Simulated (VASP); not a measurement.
Wanted: the native input for a VASP 6.6.1 run.

```yaml
Task: single point
Functional: PBE
Potentials_or_basis: VASP PAW PBE potentials, release 64 (B)
Cutoff: 520 eV
k_mesh: 6 × 6 × 4
Occupations: gaussian, width 0.1 eV
Spin: no spin polarisation
Dipole_correction: no
Further_INCAR_settings: ALGO = Normal; EDIFF = 1e-06; NBANDS = 18
```

The structure of B lies in POSCAR:

```
B
1.0
    1.7411698376     -2.3215303287      0.0007069498
    1.7411698376      2.3215303287      0.0007069498
   -0.8240175215      0.0000000000      5.3016879732
B
6
Direct
    0.6750187706      0.2857562946      0.8869560955
    0.5084399473      0.1050480454      0.1990212785
    0.2857562946      0.6750187706      0.8869560955
    0.0450970863      0.0450970863      0.3814325552
    0.1305160628      0.1305160628      0.6966266270
    0.1050480454      0.5084399473      0.1990212785
```

The input as run:

INCAR

```
  ALGO = Normal
  EDIFF = 1E-6
  ENCUT = 520
  GGA = PE
  ISIF = 2
  ISMEAR = 0
  LASPH = True
  LCHARG = False
  LREAL = False
  LWAVE = False
  NBANDS = 18
  NELM = 100
  PREC = Accurate
  SIGMA = 0.1
```

KPOINTS

```
k-points
0
Gamma
  6 6 4
```

Potentials or basis: VASP PAW PBE potentials, release 64 (B).

Launch:

```sh
$ cat potpaw_PBE.64/B/POTCAR > POTCAR
$ mpirun -np 1 vasp_std > vasp.out
```

Results of the run:

```
Pressure               : 0.0 GPa
Largest force          : 0.010 eV/Å
Band gap on the k mesh : zero (band 9 reaches 8.80 eV, above the bottom of band 10 at 4.43 eV)
```

Caveat: the k points lie up to 0.38 Å⁻¹ apart.

Wall time 16 s on 1 thread of Intel(R) Xeon(R) Platinum 8559C (Emerald Rapids) (shared host), peak memory 0.16 GiB.
